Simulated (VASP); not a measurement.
Here is a VASP 6.6.1 calculation.

Contents of INCAR:

```
PREC = Accurate
ENCUT = 520
EDIFF = 1E-6
ISMEAR = 0
SIGMA = 0.1
LREAL = False
LASPH = True
NELM = 150
ALGO = Normal
ISIF = 2
LWAVE = False
LCHARG = False
ISPIN = 2
MAGMOM = 0 0 0 0 1
LORBIT = 11
GGA = PE
NBANDS = 29
```

File KPOINTS:

```
Automatic mesh
0
Gamma
  6 6 4
```

The input POSCAR:

```
Be2Cd2O
1.0
    3.6938945900      0.0000000000      0.0000000000
   -1.8469473000      3.1990065600      0.0000000000
    0.0000000000      0.0000000000      6.2534579500
Be Cd O
2 2 1
Direct
    0.3333333300      0.6666666700      0.6318000000
    0.6666666700      0.3333333300      0.3682000000
    0.3333333300      0.6666666700      0.2606000000
    0.6666666700      0.3333333300      0.7394000000
    0.0000000000      0.0000000000      0.0000000000
```

Potentials or basis: VASP PAW PBE potentials, release 64 (Be, Cd, O).

Launch:

```bash
$ cat potpaw_PBE.64/Be/POTCAR potpaw_PBE.64/Cd/POTCAR potpaw_PBE.64/O/POTCAR > POTCAR
$ mpirun -np 1 vasp_std > vasp.out
```

(1) What does it give for the band gap on the k mesh?

(2) What does it give for the pressure?

## Answers

(1) zero (filled and empty bands overlap).

(2) 7.3 GPa.

Caveat: forces of over 1 eV/Å act on the atoms, so gaps and moduli don't describe the material at rest.
